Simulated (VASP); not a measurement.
# Si2C (P-3m1) in VASP: single point with PBE

Aim: the single point of Si2C with PBE.

Program: VASP 6.6.1. These are calculated values, not measurements. Logs are shortened: lines on timing, memory, paths and dates and some standing lists are left out, and cuts for length are marked.

## (1) The cell of the first run

The structure is trigonal, space group P-3m1 (No. 164). Conventional cell: a = 3.538 Å, b = 3.538 Å, c = 8.461 Å, α = 90.00°, β = 90.00°, γ = 120.00°. Within 2.5 Å of C (site symmetry 3m) lie 1 Si at 1.87 Å and 3 C at 2.10 Å. Within 2.5 Å of Si (site symmetry 3m) lie 1 C at 1.87 Å and 3 Si at 2.26 Å. Si (site symmetry 3m) has 4 Si at 2.26 to 2.32 Å within 3.0 Å.

## (2) Single point, PBE

Contents of INCAR:

```
SYSTEM = Si2C
ALGO     = Normal         ! electronic algorithm
EDIFF    = 1E-6           ! SCF threshold, eV
ENCUT    = 520            ! plane-wave cutoff, eV
GGA      = PE             ! functional
ISIF     = 2              ! what is computed and relaxed
ISMEAR   = -1             ! smearing method
LASPH    = .True.         ! aspherical terms in the spheres
LCHARG   = .True.         ! write CHGCAR
LELF     = .True.         ! ELF
LREAL    = .False.        ! projectors in reciprocal space
LVHAR    = .True.       
LWAVE    = .False.        ! write WAVECAR
NBANDS   = 21             ! bands
NELM     = 80             ! most SCF steps
PREC     = Accurate       ! precision mode
SIGMA    = 0.02           ! smearing width, eV
```

Contents of KPOINTS:

```
k-points
0
Gamma
  12 12 4
  0 0 0
```

Contents of POSCAR:

```
Si2C
1.0
    3.5377154055      0.0000000000      0.0000000000
   -1.7688577028      3.0637514125      0.0000000000
    0.0000000000      0.0000000000      8.4611000701
C Si
2 4
Direct
    0.6666666667      0.3333333333      0.5280988474
    0.3333333333      0.6666666667      0.4719011526
    0.3333333333      0.6666666667      0.2514699367
    0.0000000000      0.0000000000      0.8629178220
    0.0000000000      0.0000000000      0.1370821780
    0.6666666667      0.3333333333      0.7485300633
```

Potentials or basis: VASP PAW PBE potentials, release 64 (C, Si).

The run is started by

```bash
$ cat potpaw_PBE.64/C/POTCAR potpaw_PBE.64/Si/POTCAR > POTCAR
$ mpirun -np 1 vasp_std > vasp.out
```

OUTCAR:

```text
SYSTEM = Si2C
   EDIFF = 1E-6
   ENCUT = 520
   GGA = PE
   ISIF = 2
   ISMEAR = -1
   LASPH = .True.
   LREAL = .False.
   NELM = 80
   PREC = Accurate

 ion  position               nearest neighbor table
   1  0.667  0.333  0.528-   6 1.87
   2  0.333  0.667  0.472-   3 1.87
   3  0.333  0.667  0.251-   2 1.87   5 2.26   5 2.26   5 2.26
   4  0.000  0.000  0.863-   6 2.26   6 2.26   6 2.26   5 2.32
   5  0.000  0.000  0.137-   3 2.26   3 2.26   3 2.26   4 2.32
   6  0.667  0.333  0.749-   1 1.87   4 2.26   4 2.26   4 2.26

  LATTYP: Found a hexagonal cell.
 ALAT       =     3.5377154055
 C/A-ratio  =     2.3916847740

  Lattice vectors:

 A1 = (   3.5377154055,   0.0000000000,   0.0000000000)
 A2 = (  -1.7688577028,   3.0637514125,   0.0000000000)
 A3 = (   0.0000000000,   0.0000000000,   8.4611000701)

Analysis of symmetry for initial positions (statically):
=====================================================================
 Subroutine PRICEL returns:
 Original cell was already a primitive cell.

 Routine SETGRP: Setting up the symmetry group for a
 hexagonal supercell.

 Subroutine GETGRP returns: Found 12 space group operations
 (whereof 12 operations were pure point group operations)
 out of a pool of 24 trial point group operations.

The static configuration has the point symmetry D_3d.

Analysis of symmetry for dynamics (positions and initial velocities):
=====================================================================
 Subroutine PRICEL returns:
 Original cell was already a primitive cell.

 Routine SETGRP: Setting up the symmetry group for a
 hexagonal supercell.

 Subroutine GETGRP returns: Found 12 space group operations
 (whereof 12 operations were pure point group operations)
 out of a pool of 24 trial point group operations.

The dynamic configuration has the point symmetry D_3d.

 Subroutine INISYM returns: Found 12 space group operations
 (whereof 12 operations are pure point group operations),
 and found     1 'primitive' translations

----------------------------------------------------------------------------------------

                                     Primitive cell

  volume of cell :      91.7072

  direct lattice vectors                    reciprocal lattice vectors
     3.537715406  0.000000000  0.000000000     0.282668300  0.163198619  0.000000000
    -1.768857703  3.063751412  0.000000000     0.000000000  0.326397238  0.000000000
     0.000000000  0.000000000  8.461100070     0.000000000  0.000000000  0.118187941

  length of vectors
     3.537715406  3.537715406  8.461100070     0.326397238  0.326397238  0.118187941

  position of ions in fractional coordinates (direct lattice)
     0.666666667  0.333333333  0.528098847
     0.333333333  0.666666667  0.471901153
     0.333333333  0.666666667  0.251469937
     0.000000000  0.000000000  0.862917822
     0.000000000  0.000000000  0.137082178
     0.666666667  0.333333333  0.748530063

  ion indices of the primitive-cell ions
   primitive index   ion index
                 1           1
                 2           2
                 3           3
                 4           4
                 5           5
                 6           6

----------------------------------------------------------------------------------------

 KPOINTS: k-points

Automatic generation of k-mesh.
 Grid dimensions read from file:
 generate k-points for:   12   12    4

 Generating k-lattice:

  Cartesian coordinates                     Fractional coordinates (reciprocal lattice)
     0.023555692  0.013599885  0.000000000     0.083333333 -0.000000000  0.000000000
     0.000000000  0.027199770  0.000000000     0.000000000  0.083333333  0.000000000
     0.000000000  0.000000000  0.029546985     0.000000000  0.000000000  0.250000000

  Length of vectors
     0.027199770  0.027199770  0.029546985

  Shift w.r.t. Gamma in fractional coordinates (k-lattice)
     0.000000000  0.000000000  0.000000000

 Subroutine IBZKPT returns following result:
 ===========================================

 Found     69 irreducible k-points:

 Following reciprocal coordinates:
            Coordinates               Weight
  0.000000  0.000000  0.000000      1.000000
  0.083333  0.000000  0.000000      6.000000
  0.166667  0.000000  0.000000      6.000000
  0.250000  0.000000  0.000000      6.000000
  0.333333  0.000000  0.000000      6.000000
  0.416667 -0.000000  0.000000      6.000000
[... 16 lines left out ...]
  0.166667  0.000000  0.250000      6.000000
  0.000000  0.166667  0.250000      6.000000
 [... further k-points ...]
   k-points           NKPTS =     69   k-points in BZ     NKDIM =     69   number of bands    NBANDS=     21
   number of dos      NEDOS =    301   number of ions     NIONS =      6
   total plane-waves  NPLWV =  50176
   dimension x,y,z NGX =    28 NGY =   28 NGZ =   64
   dimension x,y,z NGXF=    56 NGYF=   56 NGZF=  128
   ions per type =               2   4
   NGX,Y,Z   is equivalent  to a cutoff of  13.16, 13.16, 12.57 a.u.
   NGXF,Y,Z  is equivalent  to a cutoff of  26.32, 26.32, 25.15 a.u.
 SYSTEM =  Si2C
   PREC   = accura    normal or accurate (medium, high low for compatibility)
   ISTART =      0    job   : 0-new  1-cont  2-samecut
   ICHARG =      2    charge: 1-file 2-atom 10-const
   ISPIN  =      1    spin polarized calculation?
   LNONCOLLINEAR =      F non collinear calculations
   LSORBIT =      F    spin-orbit coupling
   LASPH  =      T    aspherical Exc in radial PAW
   ENCUT  =  520.0 eV  38.22 Ry    6.18 a.u.   6.58  6.58 15.73*2*pi/ulx,y,z
   NELM   =     80;   NELMIN=  2; NELMDL= -5     # of ELM steps
   EDIFF  = 0.1E-05   stopping-criterion for ELM
   LREAL  =      F    real-space projection
   EDIFFG = 0.1E-04   stopping-criterion for IOM
   NSW    =      0    number of steps for IOM
   IBRION =     -1    ionic relax: 0-MD 1-quasi-New 2-CG
   NFREE  =      0    steps in history (QN), initial steepest desc. (CG)
   ISIF   =      2    stress and relaxation
   ISYM   =      2    0-nonsym 1-usesym 2-fastsym
   POTIM  = 0.5000    time-step for ionic-motion
   TEBEG  =    0.0;   TEEND  =   0.0 temperature during run
   PSTRESS=    0.0 pullay stress
   NELECT =      24.0000    total number of electrons
   NUPDOWN=      -1.0000    fix difference up-down
   EMIN   =  10.00;   EMAX   =-10.00  energy-range for DOS
   EFERMI =   0.00;   METHOD = LEGACY
   ISMEAR =    -1;   SIGMA  =   0.02  broadening in eV -4-tet -1-fermi 0-gaus
   EFERMI_NEDOS =   21; number of points for ismear=-14 and -15
   IALGO  =     38    algorithm
   IMIX   =      4    mixing-type and parameters
     AMIX     =   0.40;   BMIX     =  1.00
     AMIX_MAG =   1.60;   BMIX_MAG =  1.00
  volume/ion in A,a.u.               =      15.28       103.15
  Fermi-wavevector in a.u.,A,eV,Ry     =   1.047155  1.978835 14.919236  1.096533
  Thomas-Fermi vector in A             =   2.182023
   LORBIT       =      0    0 simple, 1 ext, 2 COOP (PROOUT), +10 PAW based schemes
   GGA     = PE    functional components
   LHFCALC =     F    Hartree Fock is set to
   AEXX    =    0.0000 exact exchange contribution
   IVDW    =     0    specifies the selected vdW correction
   LEPSILON=     F    determine dielectric tensor
   LRPA    =     F    only Hartree local field effects (RPA)
 non-spin polarized calculation
  energy-cutoff  :      520.00
  volume of cell :       91.71
 maximum number of plane-waves:      2503
 NGX is ok and might be reduce to    28
   NGX = 13   NGY = 13   NGZ = 31

 number of electron      24.0000000 magnetization

 Free energy of the ion-electron system (eV)
  ---------------------------------------------------
  ext. energy  EPLUGINS =         0.00000000
  ---------------------------------------------------
  free energy    TOTEN  =       -33.64525501 eV

  energy without entropy =      -33.64381097  energy(sigma->0) =      -33.64453299

 E-fermi :   6.2835     XC(G=0): -10.0090

 val. band max:        6.2547083399   @ k =   0.0833   0.0833   0.0000
 cond. band min:       6.2844191746   @ k =   0.0833   0.0000   0.2500
 fundamental gap:      0.0297108347
 Fermi energy:         6.2834799643

 k-point     1 :       0.0000    0.0000    0.0000
  band No.  band energies     occupation
      1      -7.8574      2.00000
      2      -5.5169      2.00000
      3      -5.4259      2.00000
      4      -1.2040      2.00000
      5       0.6974      2.00000
      6       3.7302      2.00000
[... 13 lines left out ...]
     20      10.5795      0.00000
     21      10.5795      0.00000

 k-point     2 :       0.0833    0.0000    0.0000
  band No.  band energies     occupation
      1      -7.7771      2.00000
      2      -5.4299      2.00000
      3      -5.3350      2.00000
      4      -1.2354      2.00000
      5       0.7576      2.00000
      6       2.9966      2.00000
[... 13 lines left out ...]
     20      10.6859      0.00000
     21      11.1098      0.00000

 k-point     3 :       0.1667    0.0000    0.0000
  band No.  band energies     occupation
      1      -7.5397      2.00000
      2      -5.1781      2.00000
      3      -5.0643      2.00000
      4      -1.3745      2.00000
      5       0.9085      2.00000
      6       2.1692      2.00000
[... 13 lines left out ...]
     20      11.2506      0.00000
     21      12.1686      0.00000
[... 457 lines left out ...]
 k-point    23 :       0.1667    0.0000    0.2500
  band No.  band energies     occupation
      1      -7.5083      2.00000
      2      -5.7129      2.00000
      3      -4.3211      2.00000
      4      -1.9001      2.00000
      5       1.0969      2.00000
      6       2.6345      2.00000
[... 13 lines left out ...]
     20      11.3472      0.00000
     21      11.9901      0.00000

 k-point    24 :       0.0000    0.1667    0.2500
  band No.  band energies     occupation
      1      -7.5090      2.00000
      2      -5.7045      2.00000
      3      -4.3417      2.00000
      4      -1.8665      2.00000
      5       1.0886      2.00000
      6       2.4747      2.00000
[... 13 lines left out ...]
     20      11.3283      0.00000
     21      11.9386      0.00000

 [... further k-points ...]
[... 5 lines left out ...]
  --------------------------------------------------------------------------------------
  -------------------------------------------------------------------------------------
  Total        0.5540651      0.5540651      1.2203541     -0.0000000      0.0000000      0.0000000
  in kB        9.6798396      9.6798396     21.3202940     -0.0000000      0.0000000      0.0000000
  external PRESSURE =      13.5599911 kB  Pullay stress =       0.0000000 kB

 VOLUME and BASIS-vectors are now :
 -----------------------------------------------------------------------------
  energy-cutoff  :      520.00
  volume of cell :       91.71
      direct lattice vectors                 reciprocal lattice vectors
     3.537715406  0.000000000  0.000000000     0.282668300  0.163198619  0.000000000
    -1.768857703  3.063751412  0.000000000     0.000000000  0.326397238  0.000000000
     0.000000000  0.000000000  8.461100070     0.000000000  0.000000000  0.118187941

 POSITION                                       TOTAL-FORCE (eV/Angst)
 -----------------------------------------------------------------------------------
      1.76886      1.02125      4.46830         0.000000      0.000000     -0.191965
     -0.00000      2.04250      3.99280        -0.000000     -0.000000      0.191965
     -0.00000      2.04250      2.12771        -0.000000      0.000000      0.042532
      0.00000      0.00000      7.30123        -0.000000     -0.000000      0.103499
      0.00000      0.00000      1.15987        -0.000000      0.000000     -0.103499
      1.76886      1.02125      6.33339        -0.000000      0.000000     -0.042532
 -----------------------------------------------------------------------------------
    total drift:                               -0.000000      0.000000     -0.000000

  FREE ENERGIE OF THE ION-ELECTRON SYSTEM (eV)
  ---------------------------------------------------
  free  energy   TOTEN  =       -33.6452550071 eV

  energy  without entropy=      -33.6438109700  energy(sigma->0) =      -33.64453299
```

Wall time 3.8 min (1 thread of Intel Xeon 8259CL, shared host); peak memory 0.27 GiB.

What came out:

| Item | Value |
| --- | --- |
| Free energy | -33.6453 eV |
| Pressure | 1.4 GPa |
| Largest force | 0.192 eV/Å |
| Band gap on the k mesh | zero (bands 12 and 13 overlap by 0.90 eV) |

Forces on the atoms (eV/Å):
```
C    0.000  0.000 -0.192
C    0.000  0.000  0.192
Si   0.000  0.000  0.043
Si   0.000  0.000  0.103
Si   0.000  0.000 -0.103
Si   0.000  0.000 -0.043
```
